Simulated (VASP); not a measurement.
Write the native input for VASP 6.6.1 that does the following.

```
Task                   : single point
Functional             : LDA
Potentials or basis    : VASP PAW LDA potentials, release 64 (Ca_sv, La)
Cutoff                 : 520 eV
k mesh                 : 9 × 9 × 5
Occupations            : gaussian, width 0.1 eV
Spin                   : no spin polarisation
Dipole correction      : no
Further INCAR settings : ALGO = Normal; EDIFF = 1e-06; NBANDS = 18
```

The structure of CaLa lies in POSCAR:

```
CaLa
1.0
    3.7769600000      0.0000000000      0.0000000000
   -1.8884800000      3.2709430000      0.0000000000
    0.0000000000      0.0000000000      6.2999640000
Ca La
1 1
Direct
    0.0000000000      0.0000000000      0.5000000000
    0.6666666667      0.3333333333      0.0000000000
```

One way to write it, as run:

INCAR

```
SYSTEM = CaLa
PREC = Accurate
ENCUT = 520
EDIFF = 1E-6
ISMEAR = 0
SIGMA = 0.1
LREAL = .False.
LASPH = .True.
NELM = 60
ALGO = Normal
ISIF = 2
LWAVE = .False.
LCHARG = .False.
GGA = CA
NBANDS = 18
```

KPOINTS

```
regular mesh
0
Gamma
  9 9 5
  0 0 0
```

Potentials or basis: VASP PAW LDA potentials, release 64 (Ca_sv, La).

Launch:

```sh
$ cat potpaw_LDA.64/Ca_sv/POTCAR potpaw_LDA.64/La/POTCAR > POTCAR
$ mpirun -np 1 vasp_std > vasp.out
```

Results of the run:

```json
{"Pressure": "-2.5 GPa", "Band gap on the k mesh": "zero (an odd number of electrons rules out a gap without spin polarisation)"}
```

Caveat: spin-orbit coupling is left out, which moves the levels of the heavy elements.

Run time: 57 s on 1 thread of Intel Xeon 8259CL, with other jobs on the host, peak memory 0.21 GiB.
